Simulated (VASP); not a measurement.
# KF (I4mm) in VASP: further runs

Runs on KF. Level: PBE. Tasks: single point.

Program: VASP 6.6.1. These are calculated values, not measurements. Logs are shortened: lines on timing, memory, paths and dates and some standing lists are left out, and cuts for length are marked.

### Step 1. The cell of the first run

The structure is tetragonal, space group I4mm (No. 107). Conventional cell: a = 3.781 Å, b = 3.781 Å, c = 5.347 Å, α = 90.00°, β = 90.00°, γ = 90.00°. K (site symmetry 4mm) has 6 F at 2.57 to 2.77 Å within 3.4 Å. F (site symmetry 4mm) has 6 K at 2.57 to 2.77 Å within 3.4 Å.

### Step 2. Single point, PBE (all K atoms moved -0.100 Å, as atom 1 along Cartesian [1 0 0])

INCAR

```
SYSTEM = KF
PREC = Accurate
ENCUT = 520
EDIFF = 1E-7
ISMEAR = 0
SIGMA = 0.05
LREAL = .False.
LASPH = .True.
NELM = 80
ALGO = Normal
ISIF = 2
LWAVE = .False.
LCHARG = .True.
GGA = PE
LELF = .True.
LVHAR = .True.
NBANDS = 15
```

KPOINTS

```
regular mesh
0
Gamma
  8 8 8
  0 0 0
```

POSCAR

```
KF
1.0
    0.0000000000      2.6735000000      2.6735000000
    2.6735000000      0.0000000000      2.6735000000
    2.6735000000      2.6735000000      0.0000000000
K F
1 1
Direct
    0.0187020759     -0.0187020759     -0.0187020759
    0.5000000000      0.5000000000      0.5000000000
```

Potentials or basis: VASP PAW PBE potentials, release 64 (K_sv, F).

The run is started by

```bash
> cat potpaw_PBE.64/K_sv/POTCAR potpaw_PBE.64/F/POTCAR > POTCAR
> mpirun -np 1 vasp_std > vasp.out
```

OUTCAR:

```text
SYSTEM = KF
   PREC = Accurate
   ENCUT = 520
   EDIFF = 1E-7
   ISMEAR = 0
   LREAL = .False.
   LASPH = .True.
   NELM = 80
   ISIF = 2
   GGA = PE

 ion  position               nearest neighbor table
   1  0.019  0.981  0.981-   2 2.57   2 2.68   2 2.68   2 2.68   2 2.68   2 2.77
   2  0.500  0.500  0.500-   1 2.57   1 2.68   1 2.68   1 2.68   1 2.68   1 2.77

  LATTYP: Found a face centered cubic cell.
 ALAT       =     5.3470000000

  Lattice vectors:

 A1 = (   0.0000000000,   2.6735000000,   2.6735000000)
 A2 = (   2.6735000000,   0.0000000000,   2.6735000000)
 A3 = (   2.6735000000,   2.6735000000,   0.0000000000)

Analysis of symmetry for initial positions (statically):
=====================================================================
 Subroutine PRICEL returns:
 Original cell was already a primitive cell.

 Routine SETGRP: Setting up the symmetry group for a
 face centered cubic supercell.

 Subroutine GETGRP returns: Found  8 space group operations
 (whereof  8 operations were pure point group operations)
 out of a pool of 48 trial point group operations.

The static configuration has the point symmetry C_4v.

Analysis of symmetry for dynamics (positions and initial velocities):
=====================================================================
 Subroutine PRICEL returns:
 Original cell was already a primitive cell.

 Routine SETGRP: Setting up the symmetry group for a
 face centered cubic supercell.

 Subroutine GETGRP returns: Found  8 space group operations
 (whereof  8 operations were pure point group operations)
 out of a pool of 48 trial point group operations.

The dynamic configuration has the point symmetry C_4v.

 Subroutine INISYM returns: Found  8 space group operations
 (whereof  8 operations are pure point group operations),
 and found     1 'primitive' translations

----------------------------------------------------------------------------------------

                                     Primitive cell

  volume of cell :      38.2182

  direct lattice vectors                    reciprocal lattice vectors
     0.000000000  2.673500000  2.673500000    -0.187020759  0.187020759  0.187020759
     2.673500000  0.000000000  2.673500000     0.187020759 -0.187020759  0.187020759
     2.673500000  2.673500000  0.000000000     0.187020759  0.187020759 -0.187020759

  length of vectors
     3.780899959  3.780899959  3.780899959     0.323929457  0.323929457  0.323929457

  position of ions in fractional coordinates (direct lattice)
     0.018702076  0.981297924  0.981297924
     0.500000000  0.500000000  0.500000000

  ion indices of the primitive-cell ions
   primitive index   ion index
                 1           1
                 2           2

----------------------------------------------------------------------------------------

 KPOINTS: regular mesh

Automatic generation of k-mesh.
 Grid dimensions read from file:
 generate k-points for:    8    8    8

 Generating k-lattice:

  Cartesian coordinates                     Fractional coordinates (reciprocal lattice)
    -0.023377595  0.023377595  0.023377595     0.125000000  0.000000000  0.000000000
     0.023377595 -0.023377595  0.023377595     0.000000000  0.125000000  0.000000000
     0.023377595  0.023377595 -0.023377595     0.000000000  0.000000000  0.125000000

  Length of vectors
     0.040491182  0.040491182  0.040491182

  Shift w.r.t. Gamma in fractional coordinates (k-lattice)
     0.000000000  0.000000000  0.000000000

 Subroutine IBZKPT returns following result:
 ===========================================

 Found     59 irreducible k-points:

 Following reciprocal coordinates:
            Coordinates               Weight
  0.000000  0.000000  0.000000      1.000000
  0.125000  0.000000  0.000000      8.000000
  0.250000  0.000000  0.000000      8.000000
  0.375000  0.000000  0.000000      8.000000
  0.500000  0.000000  0.000000      4.000000
  0.125000  0.125000  0.000000      4.000000
[... 16 lines left out ...]
  0.000000  0.375000  0.250000      8.000000
  0.500000  0.250000  0.000000     16.000000
 [... further k-points ...]
   k-points           NKPTS =     59   k-points in BZ     NKDIM =     59   number of bands    NBANDS=     15
   number of dos      NEDOS =    301   number of ions     NIONS =      2
   total plane-waves  NPLWV =  21952
   dimension x,y,z NGX =    28 NGY =   28 NGZ =   28
   dimension x,y,z NGXF=    56 NGYF=   56 NGZF=   56
   ions per type =               1   1
   NGX,Y,Z   is equivalent  to a cutoff of  12.31, 12.31, 12.31 a.u.
   NGXF,Y,Z  is equivalent  to a cutoff of  24.62, 24.62, 24.62 a.u.
 SYSTEM =  KF
   PREC   = accura    normal or accurate (medium, high low for compatibility)
   ISTART =      0    job   : 0-new  1-cont  2-samecut
   ICHARG =      2    charge: 1-file 2-atom 10-const
   ISPIN  =      1    spin polarized calculation?
   LNONCOLLINEAR =      F non collinear calculations
   LSORBIT =      F    spin-orbit coupling
   LASPH  =      T    aspherical Exc in radial PAW
   ENCUT  =  520.0 eV  38.22 Ry    6.18 a.u.   7.03  7.03  7.03*2*pi/ulx,y,z
   NELM   =     80;   NELMIN=  2; NELMDL= -5     # of ELM steps
   EDIFF  = 0.1E-06   stopping-criterion for ELM
   LREAL  =      F    real-space projection
   EDIFFG = 0.1E-05   stopping-criterion for IOM
   NSW    =      0    number of steps for IOM
   IBRION =     -1    ionic relax: 0-MD 1-quasi-New 2-CG
   NFREE  =      0    steps in history (QN), initial steepest desc. (CG)
   ISIF   =      2    stress and relaxation
   ISYM   =      2    0-nonsym 1-usesym 2-fastsym
   POTIM  = 0.5000    time-step for ionic-motion
   TEBEG  =    0.0;   TEEND  =   0.0 temperature during run
   PSTRESS=    0.0 pullay stress
   NELECT =      16.0000    total number of electrons
   NUPDOWN=      -1.0000    fix difference up-down
   EMIN   =  10.00;   EMAX   =-10.00  energy-range for DOS
   EFERMI =   0.00;   METHOD = LEGACY
   ISMEAR =     0;   SIGMA  =   0.05  broadening in eV -4-tet -1-fermi 0-gaus
   EFERMI_NEDOS =   21; number of points for ismear=-14 and -15
   IALGO  =     38    algorithm
   IMIX   =      4    mixing-type and parameters
     AMIX     =   0.40;   BMIX     =  1.00
     AMIX_MAG =   1.60;   BMIX_MAG =  1.00
  volume/ion in A,a.u.               =      19.11       128.95
  Fermi-wavevector in a.u.,A,eV,Ry     =   1.224686  2.314320 20.406766  1.499855
  Thomas-Fermi vector in A             =   2.359751
   LORBIT       =      0    0 simple, 1 ext, 2 COOP (PROOUT), +10 PAW based schemes
   GGA     = PE    functional components
   LHFCALC =     F    Hartree Fock is set to
   AEXX    =    0.0000 exact exchange contribution
   IVDW    =     0    specifies the selected vdW correction
   LEPSILON=     F    determine dielectric tensor
   LRPA    =     F    only Hartree local field effects (RPA)
 non-spin polarized calculation
 Gauss-broadening in eV      SIGMA  =   0.05
  energy-cutoff  :      520.00
  volume of cell :       38.22
 maximum number of plane-waves:      1056
   NGX = 13   NGY = 13   NGZ = 13

 number of electron      16.0000001 magnetization

 Free energy of the ion-electron system (eV)
  ---------------------------------------------------
  ext. energy  EPLUGINS =         0.00000000
  ---------------------------------------------------
  free energy    TOTEN  =        -8.28245088 eV

  energy without entropy =       -8.28245088  energy(sigma->0) =       -8.28245088

 E-fermi :  -2.4691     XC(G=0):  -8.3935

 val. band max:       -2.8145974642   @ k =   0.0000   0.0000   0.0000
 cond. band min:       3.3431657253   @ k =   0.0000   0.0000   0.0000
 fundamental gap:      6.1577631895
 Fermi energy:        -2.4690869810

 k-point     1 :       0.0000    0.0000    0.0000
  band No.  band energies     occupation
      1     -28.9469      2.00000
      2     -21.4683      2.00000
      3     -12.1987      2.00000
      4     -12.1981      2.00000
      5     -12.1981      2.00000
      6      -2.8187      2.00000
      7      -2.8187      2.00000
      8      -2.8146      2.00000
      9       3.3432      0.00000
     10       7.8697      0.00000
     11       7.8842      0.00000
     12       7.8842      0.00000
     13       9.5375      0.00000
     14       9.5674      0.00000
     15      14.1061      0.00000

 k-point     2 :       0.1250    0.0000    0.0000
  band No.  band energies     occupation
      1     -28.9332      2.00000
      2     -21.4818      2.00000
      3     -12.2399      2.00000
      4     -12.2037      2.00000
      5     -12.2034      2.00000
      6      -2.9583      2.00000
      7      -2.8699      2.00000
      8      -2.8644      2.00000
      9       3.7749      0.00000
     10       7.6249      0.00000
     11       8.0828      0.00000
     12       8.0892      0.00000
     13       9.6822      0.00000
     14       9.7130      0.00000
     15      14.8538      0.00000

 k-point     3 :       0.2500    0.0000    0.0000
  band No.  band energies     occupation
      1     -28.9000      2.00000
      2     -21.5128      2.00000
      3     -12.3364      2.00000
      4     -12.2177      2.00000
      5     -12.2171      2.00000
      6      -3.2512      2.00000
      7      -2.9910      2.00000
      8      -2.9857      2.00000
      9       4.8523      0.00000
     10       7.2753      0.00000
     11       8.5940      0.00000
     12       8.5974      0.00000
     13      10.1284      0.00000
     14      10.1593      0.00000
     15      15.8280      0.00000

 k-point     4 :       0.3750    0.0000    0.0000
  band No.  band energies     occupation
      1     -28.8664      2.00000
      2     -21.5442      2.00000
      3     -12.4315      2.00000
      4     -12.2320      2.00000
      5     -12.2302      2.00000
      6      -3.5039      2.00000
      7      -3.1087      2.00000
      8      -3.1041      2.00000
      9       5.9330      0.00000
     10       7.3672      0.00000
     11       9.0793      0.00000
     12       9.0824      0.00000
     13      10.8988      0.00000
     14      10.9326      0.00000
     15      14.3045      0.00000
[... 307 lines left out ...]
 k-point    22 :       0.3750    0.2500    0.0000
  band No.  band energies     occupation
      1     -28.8620      2.00000
      2     -21.5104      2.00000
      3     -12.4824      2.00000
      4     -12.3413      2.00000
      5     -12.3288      2.00000
      6      -3.2856      2.00000
      7      -2.9493      2.00000
      8      -2.9079      2.00000
      9       6.0296      0.00000
     10       6.1807      0.00000
     11       9.2521      0.00000
     12       9.8263      0.00000
     13      10.4092      0.00000
     14      10.6887      0.00000
     15      14.8413      0.00000

 k-point    23 :       0.0000    0.3750    0.2500
  band No.  band energies     occupation
      1     -28.8616      2.00000
      2     -21.5123      2.00000
      3     -12.4768      2.00000
      4     -12.3430      2.00000
      5     -12.3309      2.00000
      6      -3.2819      2.00000
      7      -2.9428      2.00000
      8      -2.9126      2.00000
      9       6.0152      0.00000
     10       6.1645      0.00000
     11       9.2922      0.00000
     12       9.8218      0.00000
     13      10.4469      0.00000
     14      10.6470      0.00000
     15      14.8576      0.00000

 k-point    24 :       0.5000    0.2500    0.0000
  band No.  band energies     occupation
      1     -28.8422      2.00000
      2     -21.5221      2.00000
      3     -12.5585      2.00000
      4     -12.3844      2.00000
      5     -12.3224      2.00000
      6      -3.2620      2.00000
      7      -3.0674      2.00000
      8      -3.0060      2.00000
      9       6.2883      0.00000
     10       7.1081      0.00000
     11       8.8380      0.00000
     12      10.0192      0.00000
     13      11.2504      0.00000
     14      11.6942      0.00000
     15      12.8101      0.00000

 [... further k-points ...]
[... 5 lines left out ...]
  --------------------------------------------------------------------------------------
  -------------------------------------------------------------------------------------
  Total        0.4438373      0.3159372      0.3159372     -0.0000000      0.0000000      0.0000000
  in kB       18.6064626     13.2446605     13.2446605     -0.0000000      0.0000000      0.0000000
  external PRESSURE =      15.0319279 kB  Pullay stress =       0.0000000 kB

 VOLUME and BASIS-vectors are now :
 -----------------------------------------------------------------------------
  energy-cutoff  :      520.00
  volume of cell :       38.22
      direct lattice vectors                 reciprocal lattice vectors
     0.000000000  2.673500000  2.673500000    -0.187020759  0.187020759  0.187020759
     2.673500000  0.000000000  2.673500000     0.187020759 -0.187020759  0.187020759
     2.673500000  2.673500000  0.000000000     0.187020759  0.187020759 -0.187020759

 POSITION                                       TOTAL-FORCE (eV/Angst)
 -----------------------------------------------------------------------------------
      5.24700      2.67350      2.67350         0.171427      0.000000      0.000000
      2.67350      2.67350      2.67350        -0.171427      0.000000      0.000000
 -----------------------------------------------------------------------------------
    total drift:                                0.000019     -0.000000     -0.000000

  FREE ENERGIE OF THE ION-ELECTRON SYSTEM (eV)
  ---------------------------------------------------
  free  energy   TOTEN  =        -8.2824508824 eV

  energy  without entropy=       -8.2824508824  energy(sigma->0) =       -8.28245088
```

Wall time 14 s (1 thread of Intel Xeon 6975P-C (Granite Rapids), shared host); peak memory 0.17 GiB.

Results:

| Property | Result |
| --- | --- |
| Free energy | -8.2825 eV |
| Pressure | 1.5 GPa |
| Largest force | 0.171 eV/Å |
| Band gap on the k mesh | 6.16 eV, direct |

Forces on the atoms (eV/Å):
```
K    0.171  0.000  0.000
F   -0.171  0.000  0.000
```

Stress tensor (GPa, compression positive):
```
1.86 0.00 0.00
0.00 1.32 0.00
0.00 0.00 1.32
```

Caveat: the cell differs from its parent crystal (all K atoms moved -0.100 Å, as atom 1 along Cartesian [1 0 0]). A k mesh can miss the band edges.

(Continued in part 2 of 2.)
